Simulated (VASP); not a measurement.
Hf2TeW2S: relaxation of cell and atoms with PBE

The system is Hf2TeW2S.

```xyz
6
Lattice="4.6923 0.0000 0.0000 0.0000 4.6923 0.0000 0.0000 0.0000 5.6842" Properties=species:S:1:pos:R:3 pbc="T T T"
Hf    2.3462    2.3462    0.0000
Hf    0.0000    0.0000    2.8421
Te    0.0000    0.0000    0.0000
W     2.3462    0.0000    3.8873
W     0.0000    2.3462    1.7969
S     2.3462    2.3462    2.8421
```

The cell was generated, and may not be a known phase.

- Program: VASP 6.6.1
- Task: relaxation of cell and atoms
- Functional: PBE
- Potentials or basis: VASP PAW PBE potentials, release 64 (Hf_pv, Te, W_sv, S)
- Cutoff: 600 eV
- k mesh: 8 × 8 × 6
- Occupations: gaussian, width 0.01 eV
- Spin: no spin polarisation
- Dipole correction: no
- Further INCAR settings: ALGO = Normal; EDIFF = 1e-06; IBRION = 2; EDIFFG = -0.01; NSW = 100; ISIF = 3

* Relaxed volume: 20.84 Å³/atom
* Relaxed cell: a = 4.694 Å, b = 4.694 Å, c = 5.675 Å, α = 90.00°, β = 90.00°, γ = 90.00°
* Space group after relaxing (to 0.1 Å): P-4m2 (No. 115)
* Energy gained by relaxing: 0.0 meV/atom
* Ionic steps: 4
* Pressure after relaxing: 0.0 GPa
* Largest force after relaxing: 0.006 eV/Å
* Band gap on the k mesh: 0.05 eV (least direct gap 0.06 eV)

Forces on the atoms (eV/Å):
```
Hf   0.000  0.000  0.000
Hf   0.000  0.000  0.000
Te   0.000  0.000  0.000
W    0.000  0.000 -0.006
W    0.000  0.000  0.006
S    0.000  0.000  0.000
```

Step by step:
| step | energy change (eV) | largest force (eV/Å) | pressure (GPa) | volume (Å³) |
| --- | --- | --- | --- | --- |
| 1 | 0.0000 | 0.0443 | -0.15 | 125.15 |
| 2 | -0.0002 | 0.0014 | 0.18 | 124.81 |
| 3 | -0.0003 | 0.0163 | 0.07 | 124.93 |
| 4 | -0.0003 | 0.0055 | -0.03 | 125.03 |

Final structure:
```
Hf Te W S
1.0
     4.69392    0.00000    0.00000
     0.00000    4.69392    0.00000
     0.00000    0.00000    5.67479
Hf Te W S
2 1 2 1
Direct
  0.50000 0.50000 0.00000
  0.00000 0.00000 0.50000
  0.00000 0.00000 0.00000
  0.50000 0.00000 0.68432
  0.00000 0.50000 0.31568
  0.50000 0.50000 0.50000
```

Levels at points of the mesh, in eV from the valence-band top:
```
           k point  band 27  band 28  band 29  band 30  band 31  band 32  band 33  band 34
(0.00, 0.00, 0.00)    -1.10    -1.10    -0.20    -0.18     0.24     1.15     1.15     1.27
(0.50, 0.00, 0.00)    -1.09    -0.79    -0.58    -0.53     0.74     1.08     1.17     1.60
(0.50, 0.50, 0.00)    -0.88    -0.88    -0.68    -0.60     0.32     0.79     0.79     1.12
(0.00, 0.00, 0.50)    -1.00    -0.91    -0.78    -0.78     0.65     0.94     0.94     1.56
(0.50, 0.00, 0.50)    -0.91    -0.76    -0.03    -0.01     0.05     0.68     0.87     1.80
(0.50, 0.50, 0.50)    -1.11    -1.08    -1.01    -1.01     0.86     0.86     1.47     1.75
```

It took 7.1 min on 1 thread of Intel(R) Xeon(R) 6975P-C (Granite Rapids), with other jobs on the host, peak memory 0.52 GiB.

Caveat: spin-orbit coupling is left out, which moves the levels of the heavy elements. A k mesh can miss the band edges.
